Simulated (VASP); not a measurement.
Ga2O3, 10 atoms in the cell. Symmetry: C2/m, No. 12, monoclinic system. Conventional cell: a = 12.277 Å, b = 3.047 Å, c = 5.810 Å, α = 90.00°, β = 103.72°, γ = 90.00°. Within 2.4 Å of Ga (site symmetry m) lie 4 O at 1.84 to 1.87 Å. Ga (site symmetry m) has 6 O at 1.94 to 2.08 Å within 2.6 Å. Within 2.4 Å of O (site symmetry m) lie 3 Ga at 1.84 to 1.95 Å. O (site symmetry m) has 4 Ga at 1.87 to 2.08 Å within 2.5 Å. Within 2.4 Å of O (site symmetry m) lie 3 Ga at 1.84 to 1.94 Å. 

```yaml
Program: VASP 6.6.1
Task: single point
Functional: PBEsol
Potentials_or_basis: VASP PAW PBE potentials, release 64 (Ga_d, O)
Cutoff: 520 eV
k_mesh: 8 × 8 × 4
Occupations: fermi-dirac, width 0.05 eV
Spin: no spin polarisation
Dipole_correction: no
Further_INCAR_settings: ALGO = Normal; EDIFF = 1e-06; NBANDS = 55
```

Potentials or basis: VASP PAW PBE potentials, release 64 (Ga_d, O).

Launch:

```bash
$ cat potpaw_PBE.64/Ga_d/POTCAR potpaw_PBE.64/O/POTCAR > POTCAR
$ mpirun -np 1 vasp_std > vasp.out
```

Hardware: 1 thread of Intel Xeon 8259CL, with other jobs on the host.

Task: How long does it take, and how much memory?

Result: Run time: 21 min on 1 thread of Intel Xeon 8259CL (shared host), peak memory 0.53 GiB. Counts: scf iterations 15, k points 78.
